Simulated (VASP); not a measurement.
The system is As2Se.

```
As Se
1.0
    -3.48000    3.56986    2.71382
     3.46506   -3.54846    2.66546
     3.54671    3.61517   -2.68534
As Se
4 2
Cartesian
  0.1086 5.2293 0.6025
  0.0338 1.8103 0.7047
  1.8575 3.5637 2.0524
  -1.7450 3.5808 2.0710
  -0.1480 -0.0279 2.6824
  3.5147 0.0915 1.1464
```

Base run:

```yaml
Program: VASP 6.6.1
Functional: PBEsol
Potentials_or_basis: VASP PAW PBE potentials, release 64 (As, Se)
Cutoff: 520 eV
k_mesh: 6 × 6 × 4
Occupations: gaussian, width 0.1 eV
Spin: no spin polarisation
```

Its results: band gap on the k mesh zero (band 16 reaches 4.63 eV, above the bottom of band 17 at 4.12 eV); pressure -4.3 GPa; largest force 0.982 eV/Å.

Problem. The run is repeated on the same cell with these changes: k mesh from 6 × 6 × 4 to 2 × 2 × 2. What comes out?

Solution. Band gap on the k mesh zero (band 16 reaches 4.40 eV, above the bottom of band 17 at 4.17 eV); pressure -3.8 GPa; largest force 0.733 eV/Å.

Caveats: some runs use coarse meshes; the PAW data sets were made with another functional, which shifts forces and pressure a little.
